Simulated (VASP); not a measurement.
Input of a VASP 6.6.1 run:

File INCAR:

```
ALGO = Normal
EDIFF = 1E-6
ENCUT = 520
ISIF = 2
ISMEAR = -1
LASPH = True
LCHARG = False
LREAL = False
LWAVE = False
NBANDS = 10
NELM = 60
PREC = Accurate
SIGMA = 0.05
```

File KPOINTS:

```
k-points
0
Gamma
  10 10 10
```

POSCAR

```
Rb
1.0
    4.3745061538      0.0000000000      0.0000000000
    0.0000000000      4.3745061538      0.0000000000
    0.0000000000      0.0000000000      4.3745061538
Rb
1
Direct
    0.0000000000      0.0000000000      0.0000000000
```

Potentials or basis: VASP PAW LDA potentials, release 64 (Rb_sv).

Run with:

```sh
$ cat potpaw_LDA.64/Rb_sv/POTCAR > POTCAR
$ mpirun -np 1 vasp_std > vasp.out
```

(1) Predict the pressure.

(2) What does it give for the band gap on the k mesh?

Results:

(1) 0.0 GPa.

(2) zero (an odd number of electrons rules out a gap without spin polarisation).
